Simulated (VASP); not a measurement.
# TaF4 in VASP: further runs

The runs below take TaF4 through single point, with PBE.

Everything below comes from runs of VASP 6.6.1. Logs are shortened: lines on timing, memory, paths and dates and some standing lists are left out, and cuts for length are marked.

## Step 1: The cell of the first run

The structure is tetragonal, space group P4/mmm (No. 123). The conventional cell has a = 3.557 Å, b = 3.557 Å, c = 6.220 Å, α = 90.00°, β = 90.00°, γ = 90.00°. Within 2.8 Å of Ta (site symmetry 4/mmm) lie 8 F at 2.11 Å. Within 2.8 Å of F (site symmetry 2mm) lie 2 Ta at 2.11 Å and 5 F at 2.26 to 2.52 Å.

## Step 2: Single point, PBE, collinear spin (atoms taken out)

Input file INCAR:

```
ALGO     = Normal         # electronic algorithm
EDIFF    = 1E-6           # SCF threshold, eV
ENCUT    = 520            # plane-wave cutoff, eV
GGA      = PE             # functional
ISIF     = 2              # what is computed and relaxed
ISMEAR   = 0              # smearing method
ISPIN    = 2              # spin polarisation
LASPH    = True           # aspherical terms in the spheres
LCHARG   = False          # write CHGCAR
LMAXMIX  = 4              # l up to which the mixer works
LORBIT   = 11             # projections on sites
LREAL    = False          # projectors in reciprocal space
LWAVE    = False          # write WAVECAR
MAGMOM   = 0.55 0 0 0 0   # initial moments
NBANDS   = 32             # bands
NELM     = 150            # most SCF steps
PREC     = Accurate       # precision mode
SIGMA    = 0.1            # smearing width, eV
```

Input file KPOINTS:

```
k-points
0
Gamma
  6 6 4
```

Input file POSCAR:

```
TaF4
1.0
    3.5569248299      0.0000000000      0.0000000000
    0.0000000000      3.5569248299      0.0000000000
    0.0000000000      0.0000000000      6.2196411146
Ta F
1 4
Direct
    0.0000000000      0.0000000000      0.0000000000
    0.5000000000      0.0000000000      0.1819647055
    0.0000000000      0.5000000000      0.8180352945
    0.5000000000      0.0000000000      0.8180352945
    0.0000000000      0.5000000000      0.1819647055
```

Potentials or basis: VASP PAW PBE potentials, release 64 (Ta_pv, F).

On the command line:

```
> cat potpaw_PBE.64/Ta_pv/POTCAR potpaw_PBE.64/F/POTCAR > POTCAR
> mpirun -np 1 vasp_std > vasp.out
```

OUTCAR:

```text
EDIFF = 1E-6
   ENCUT = 520
   GGA = PE
   ISIF = 2
   ISMEAR = 0
   ISPIN = 2
   LASPH = True
   LORBIT = 11
   LREAL = False
   NELM = 150
   PREC = Accurate

 ion  position               nearest neighbor table
   1  0.000  0.000  0.000-   2 2.11   3 2.11   4 2.11   5 2.11   3 2.11   5 2.11   2 2.11   4 2.11

   2  0.500  0.000  0.182-   1 2.11   1 2.11
   3  0.000  0.500  0.818-   1 2.11   1 2.11
   4  0.500  0.000  0.818-   1 2.11   1 2.11
   5  0.000  0.500  0.182-   1 2.11   1 2.11

  LATTYP: Found a simple tetragonal cell.
 ALAT       =     3.5569248299
 C/A-ratio  =     1.7486006627

  Lattice vectors:

 A1 = (   3.5569248299,   0.0000000000,   0.0000000000)
 A2 = (   0.0000000000,   3.5569248299,   0.0000000000)
 A3 = (   0.0000000000,   0.0000000000,   6.2196411146)

Analysis of symmetry for initial positions (statically):
=====================================================================
 Subroutine PRICEL returns:
 Original cell was already a primitive cell.

 Routine SETGRP: Setting up the symmetry group for a
 simple tetragonal supercell.

 Subroutine GETGRP returns: Found 16 space group operations
 (whereof 16 operations were pure point group operations)
 out of a pool of 16 trial point group operations.

The static configuration has the point symmetry D_4h.

Analysis of symmetry for dynamics (positions and initial velocities):
=====================================================================
 Subroutine PRICEL returns:
 Original cell was already a primitive cell.

 Routine SETGRP: Setting up the symmetry group for a
 simple tetragonal supercell.

 Subroutine GETGRP returns: Found 16 space group operations
 (whereof 16 operations were pure point group operations)
 out of a pool of 16 trial point group operations.

The dynamic configuration has the point symmetry D_4h.

Analysis of structural, dynamic, and magnetic symmetry:
=====================================================================
 Subroutine PRICEL returns:
 Original cell was already a primitive cell.

 Routine SETGRP: Setting up the symmetry group for a
 simple tetragonal supercell.

 Subroutine GETGRP returns: Found 16 space group operations
 (whereof 16 operations were pure point group operations)
 out of a pool of 16 trial point group operations.

The overall configuration has the point symmetry D_4h.

 Subroutine INISYM returns: Found 16 space group operations
 (whereof 16 operations are pure point group operations),
 and found     1 'primitive' translations

----------------------------------------------------------------------------------------

                                     Primitive cell

  volume of cell :      78.6891

  direct lattice vectors                    reciprocal lattice vectors
     3.556924830  0.000000000  0.000000000     0.281141730  0.000000000  0.000000000
     0.000000000  3.556924830  0.000000000     0.000000000  0.281141730  0.000000000
     0.000000000  0.000000000  6.219641115     0.000000000  0.000000000  0.160780981

  length of vectors
     3.556924830  3.556924830  6.219641115     0.281141730  0.281141730  0.160780981

  position of ions in fractional coordinates (direct lattice)
     0.000000000  0.000000000  0.000000000
     0.500000000  0.000000000  0.181964706
     0.000000000  0.500000000  0.818035294
     0.500000000  0.000000000  0.818035294
     0.000000000  0.500000000  0.181964706

  ion indices of the primitive-cell ions
   primitive index   ion index
                 1           1
                 2           2
                 3           3
                 4           4
                 5           5

----------------------------------------------------------------------------------------

 KPOINTS: k-points

Automatic generation of k-mesh.
 Grid dimensions read from file:
 generate k-points for:    6    6    4

 Generating k-lattice:

  Cartesian coordinates                     Fractional coordinates (reciprocal lattice)
     0.046856955  0.000000000  0.000000000     0.166666667  0.000000000  0.000000000
     0.000000000  0.046856955  0.000000000     0.000000000  0.166666667  0.000000000
     0.000000000  0.000000000  0.040195245     0.000000000  0.000000000  0.250000000

  Length of vectors
     0.046856955  0.046856955  0.040195245

  Shift w.r.t. Gamma in fractional coordinates (k-lattice)
     0.000000000  0.000000000  0.000000000

 Subroutine IBZKPT returns following result:
 ===========================================

 Found     30 irreducible k-points:

 Following reciprocal coordinates:
            Coordinates               Weight
  0.000000  0.000000  0.000000      1.000000
  0.166667  0.000000  0.000000      4.000000
  0.333333  0.000000  0.000000      4.000000
  0.500000  0.000000  0.000000      2.000000
  0.166667  0.166667  0.000000      4.000000
  0.333333  0.166667  0.000000      8.000000
[... 16 lines left out ...]
  0.333333  0.000000  0.500000      4.000000
[... 57 lines left out ...]
   NGX = 13   NGY = 13   NGZ = 23

 number of electron      39.0000046 magnetization       1.0000162

 Free energy of the ion-electron system (eV)
  ---------------------------------------------------
  ext. energy  EPLUGINS =         0.00000000
  ---------------------------------------------------
  free energy    TOTEN  =       -33.09878897 eV

  energy without entropy =      -33.08598145  energy(sigma->0) =      -33.09238521

 E-fermi :   1.3091     XC(G=0):  -8.4615

 val. band max:        1.3081334453   @ k =   0.1667   0.1667   0.5000
 cond. band min:       1.3099231391   @ k =   0.1667   0.0000   0.2500
 fundamental gap:      0.0017896938
 Fermi energy:         1.3090885753

 spin component 1

 k-point     1 :       0.0000    0.0000    0.0000
  band No.  band energies     occupation
      1     -36.2186      1.00000
      2     -36.2186      1.00000
      3     -36.1121      1.00000
      4     -24.9255      1.00000
      5     -24.0383      1.00000
      6     -23.7254      1.00000
[... 23 lines left out ...]
     30      13.9501      0.00000
     31      14.6227      0.00000

 k-point     2 :       0.1667    0.0000    0.0000
  band No.  band energies     occupation
      1     -36.2800      1.00000
      2     -36.2166      1.00000
      3     -36.0987      1.00000
      4     -24.7951      1.00000
      5     -24.0014      1.00000
      6     -23.7359      1.00000
[... 740 lines left out ...]
 k-point    24 :       0.5000    0.0000    0.5000
  band No.  band energies     occupation
      1     -36.4574      1.00000
      2     -36.2105      1.00000
      3     -36.0580      1.00000
      4     -24.4724      1.00000
      5     -23.8133      1.00000
      6     -23.8103      1.00000
[... 23 lines left out ...]
     30      14.5903      0.00000
     31      14.9832      0.00000

 [... further k-points ...]

 spin component 2

 k-point     1 :       0.0000    0.0000    0.0000
  band No.  band energies     occupation
      1     -35.7290      1.00000
      2     -35.7290      1.00000
      3     -35.3704      1.00000
      4     -24.9111      1.00000
      5     -24.0305      1.00000
      6     -23.7113      1.00000
[... 23 lines left out ...]
     30      14.3702      0.00000
     31      14.9910      0.00000

 k-point     2 :       0.1667    0.0000    0.0000
  band No.  band energies     occupation
      1     -35.7931      1.00000
      2     -35.7270      1.00000
      3     -35.3555      1.00000
      4     -24.7809      1.00000
      5     -23.9933      1.00000
      6     -23.7235      1.00000
[... 740 lines left out ...]
 k-point    24 :       0.5000    0.0000    0.5000
  band No.  band energies     occupation
      1     -35.9776      1.00000
      2     -35.7211      1.00000
      3     -35.3099      1.00000
      4     -24.4610      1.00000
      5     -23.8079      1.00000
      6     -23.8035      1.00000
[... 23 lines left out ...]
     30      14.6366      0.00000
     31      15.7116      0.00000

 [... further k-points ...]

 [bands above 31 left out]

------------------------ aborting loop because EDIFF is reached ----------------------------------------

  FORCE on cell =-STRESS in cart. coord.  units (eV):
  Direction    XX          YY          ZZ          XY          YZ          ZX
  --------------------------------------------------------------------------------------
  -------------------------------------------------------------------------------------
  Total        0.0730877      0.0730877      0.0426396      0.0000000     -0.0000000     -0.0000000
  in kB        1.4881278      1.4881278      0.8681787      0.0000000     -0.0000000     -0.0000000
  external PRESSURE =       1.2814781 kB  Pullay stress =       0.0000000 kB

 VOLUME and BASIS-vectors are now :
 -----------------------------------------------------------------------------
  energy-cutoff  :      520.00
  volume of cell :       78.69
      direct lattice vectors                 reciprocal lattice vectors
     3.556924830  0.000000000  0.000000000     0.281141730  0.000000000  0.000000000
     0.000000000  3.556924830  0.000000000     0.000000000  0.281141730  0.000000000
     0.000000000  0.000000000  6.219641115     0.000000000  0.000000000  0.160780981

 POSITION                                       TOTAL-FORCE (eV/Angst)
 -----------------------------------------------------------------------------------
      0.00000      0.00000      0.00000         0.000000      0.000000      0.000000
      1.77846      0.00000      1.13176         0.000000      0.000000      0.054476
      0.00000      1.77846      5.08789         0.000000     -0.000000     -0.054476
      1.77846      0.00000      5.08789         0.000000      0.000000     -0.054476
      0.00000      1.77846      1.13176        -0.000000     -0.000000      0.054476
 -----------------------------------------------------------------------------------
    total drift:                                0.000000      0.000000     -0.000000

  FREE ENERGIE OF THE ION-ELECTRON SYSTEM (eV)
  ---------------------------------------------------
  free  energy   TOTEN  =       -33.0987889697 eV

  energy  without entropy=      -33.0859814537  energy(sigma->0) =      -33.09238521

 total charge

# of ion       s       p       d       tot
------------------------------------------
    1        0.245   6.194   2.039   8.478
    2        1.743   4.365   0.000   6.107
    3        1.743   4.365   0.000   6.107
    4        1.743   4.365   0.000   6.107
    5        1.743   4.365   0.000   6.107
--------------------------------------------------
tot          7.215  23.653   2.039  32.907

 magnetization (x)

# of ion       s       p       d       tot
------------------------------------------
    1        0.013   0.007   0.821   0.842
    2        0.000  -0.003   0.000  -0.003
    3        0.000  -0.003   0.000  -0.003
    4        0.000  -0.003   0.000  -0.003
    5        0.000  -0.003   0.000  -0.003
--------------------------------------------------
tot          0.014  -0.007   0.821   0.829
```

It took 70 s on 1 thread of Intel Xeon 6975P-C (Granite Rapids), shared host; peak memory 0.28 GiB.

What came out:

- Free energy: -33.0988 eV
- Pressure: 0.1 GPa
- Largest force: 0.054 eV/Å
- Band gap on the k mesh: zero (filled and empty bands overlap)
- Net moment: 1.00 μB per cell
- Site moments: Ta +0.84; F -0.00 μB
- Valence electrons inside the program's atomic spheres: Ta 8.48; F 6.11

Forces in eV/Å, atoms in the order of the input:
```
Ta   0.000  0.000  0.000
F    0.000  0.000  0.054
F    0.000  0.000 -0.054
F    0.000  0.000 -0.054
F    0.000  0.000  0.054
```

Levels at points of the mesh, in eV from the Fermi level:
Spin up:
| k point | band 17 | band 18 | band 19 | band 20 | band 21 | band 22 | band 23 | band 24 |
| --- | --- | --- | --- | --- | --- | --- | --- | --- |
| (0.00, 0.00, 0.00) | -5.21 | -5.21 | -4.92 | -0.43 | -0.06 | 2.95 | 3.71 | 4.51 |
| (0.50, 0.00, 0.00) | -5.76 | -5.55 | -5.18 | -0.45 | 0.48 | 2.34 | 3.45 | 4.35 |
| (0.50, 0.50, 0.00) | -5.56 | -4.80 | -4.47 | -0.40 | 0.58 | 1.86 | 1.86 | 3.51 |
| (0.00, 0.00, 0.50) | -5.21 | -5.21 | -4.96 | -0.43 | -0.05 | 3.74 | 3.88 | 4.51 |
| (0.50, 0.00, 0.50) | -5.76 | -5.64 | -5.26 | -0.43 | 0.49 | 2.32 | 3.58 | 4.35 |
| (0.50, 0.50, 0.50) | -5.62 | -4.79 | -4.47 | -0.37 | 0.60 | 1.84 | 1.84 | 3.51 |
Spin down:
| k point | band 15 | band 16 | band 17 | band 18 | band 19 | band 20 | band 21 | band 22 | band 23 | band 24 |
| --- | --- | --- | --- | --- | --- | --- | --- | --- | --- | --- |
| (0.00, 0.00, 0.00) | -5.51 | -5.51 | -5.22 | -5.22 | -4.90 | 0.40 | 1.41 | 3.18 | 4.15 | 4.86 |
| (0.50, 0.00, 0.00) | -6.65 | -6.09 | -5.77 | -5.52 | -5.16 | 0.95 | 1.20 | 2.75 | 3.97 | 4.69 |
| (0.50, 0.50, 0.00) | -5.76 | -5.52 | -5.52 | -4.80 | -4.48 | 1.10 | 1.23 | 2.28 | 2.28 | 3.95 |
| (0.00, 0.00, 0.50) | -5.51 | -5.51 | -5.22 | -5.22 | -4.94 | 0.40 | 1.42 | 4.18 | 4.22 | 4.85 |
| (0.50, 0.00, 0.50) | -6.64 | -6.10 | -5.77 | -5.61 | -5.24 | 0.99 | 1.20 | 2.73 | 4.11 | 4.69 |
| (0.50, 0.50, 0.50) | -5.76 | -5.58 | -5.58 | -4.80 | -4.48 | 1.14 | 1.25 | 2.25 | 2.25 | 3.95 |

Caveat: the cell differs from its parent crystal (atoms taken out); spin-orbit coupling is left out, which moves the levels of the heavy elements.

## Step 3: Single point, PBE, collinear spin

This run uses another cell than the first one: it holds 10 atoms, not 5.

Input file INCAR:

```
SYSTEM = TaF4
PREC = Accurate ; ENCUT = 520
EDIFF = 1E-6 ; ISMEAR = 0
SIGMA = 0.2 ; LREAL = .FALSE.
LASPH = .TRUE. ; NELM = 150
ALGO = Fast ; ISIF = 2
LWAVE = .FALSE. ; LCHARG = .TRUE.
ISPIN = 2 ; MAGMOM = 0.55 0.55 0 0 0 0 0 0 0 0
LORBIT = 11 ; LMAXMIX = 4
GGA = PE ; LVHAR = .TRUE.
NBANDS = 54 ; KPAR = 4
```

Input file KPOINTS:

```
regular mesh
0
G
  6 6 2
  0 0 0
```

Input file POSCAR:

```
TaF4
1.0
    3.5532497083     -0.0025016331     -0.0232346545
   -0.0025634002      3.5548008181     -0.0132585805
   -0.0815512836     -0.0462688960     12.1816222222
Ta F
2 8
Direct
    0.0023745657     -0.0020493867      0.5013922438
   -0.0020170305      0.0026232243      0.9986123930
    0.5012677915      0.0036197219      0.0917775746
    0.5062666111      0.0001208942      0.5946267568
   -0.0013018775      0.4952300927      0.4082052263
   -0.0052710428      0.5003148430      0.9054365999
    0.4984054799     -0.0049765050      0.4083169169
    0.4941211877      0.0005458542      0.9054922260
    0.0003733201      0.5043877220      0.0916646321
    0.0057809949      0.5001835394      0.5944754305
```

Potentials or basis: VASP PAW PBE potentials, release 64 (Ta_pv, F).

On the command line:

```
> cat potpaw_PBE.64/Ta_pv/POTCAR potpaw_PBE.64/F/POTCAR > POTCAR
> mpirun -np 4 vasp_std > vasp.out
```

Run time: 4.4 min. Hardware: 4 MPI ranks of Oxide Virtual Turin-like, shared host; peak memory 0.59 GiB.

It converged, with:

- Free energy: -66.2317 eV
- Pressure: 0.1 GPa
- Largest force: 0.047 eV/Å
- Band gap on the k mesh: zero (filled and empty bands overlap)
- Net moment: 2.00 μB per cell
- Site moments: Ta +0.84; F -0.00 μB
- Valence electrons inside the program's atomic spheres: Ta 8.48; F 6.11

Forces in eV/Å, atoms in the order of the input:
```
Ta  -0.001 -0.005  0.007
Ta  -0.006 -0.005 -0.009
F    0.009  0.007  0.040
F    0.001  0.001  0.030
F   -0.002  0.003 -0.035
F   -0.005 -0.003 -0.035
F   -0.003  0.003 -0.044
F   -0.004 -0.002 -0.039
F    0.008  0.002  0.047
F    0.004  0.001  0.038
```

Stress tensor (GPa, compression positive):
```
 0.28  0.09  0.04
 0.09  0.19  0.01
 0.04  0.01 -0.05
```

Levels at points of the mesh, in eV from the Fermi level:
Spin up:
```
           k point  band 37  band 38  band 39  band 40  band 41  band 42  band 43  band 44
(0.00, 0.00, 0.00)    -5.00    -4.95    -0.46    -0.46    -0.10    -0.08     2.92     3.68
(0.50, 0.00, 0.00)    -5.31    -5.21    -0.48    -0.45     0.45     0.45     2.30     2.32
(0.00, 0.50, 0.00)    -5.31    -5.22    -0.48    -0.45     0.45     0.45     2.29     2.31
(0.50, 0.50, 0.00)    -4.49    -4.49    -0.42    -0.39     0.53     0.56     1.81     1.81
(0.00, 0.00, 0.50)    -4.98    -4.98    -0.46    -0.46    -0.09    -0.09     3.27     3.27
(0.50, 0.00, 0.50)    -5.26    -5.26    -0.46    -0.46     0.45     0.45     2.31     2.31
(0.00, 0.50, 0.50)    -5.27    -5.26    -0.47    -0.46     0.45     0.45     2.30     2.30
(0.50, 0.50, 0.50)    -4.49    -4.49    -0.40    -0.40     0.55     0.55     1.82     1.82
```
Spin down:
```
           k point  band 36  band 37  band 38  band 39  band 40  band 41
(0.00, 0.00, 0.00)    -5.23    -4.98    -4.93     0.38     0.38     1.36
(0.50, 0.00, 0.00)    -5.56    -5.29    -5.19     0.91     0.96     1.17
(0.00, 0.50, 0.00)    -5.55    -5.29    -5.19     0.91     0.96     1.18
(0.50, 0.50, 0.00)    -4.82    -4.50    -4.50     1.07     1.12     1.19
(0.00, 0.00, 0.50)    -5.23    -4.96    -4.95     0.38     0.38     1.37
(0.50, 0.00, 0.50)    -5.61    -5.24    -5.23     0.94     0.94     1.18
(0.00, 0.50, 0.50)    -5.60    -5.25    -5.24     0.93     0.94     1.18
(0.50, 0.50, 0.50)    -4.82    -4.50    -4.50     1.09     1.10     1.20
```

Caveat: spin-orbit coupling is left out, which moves the levels of the heavy elements.
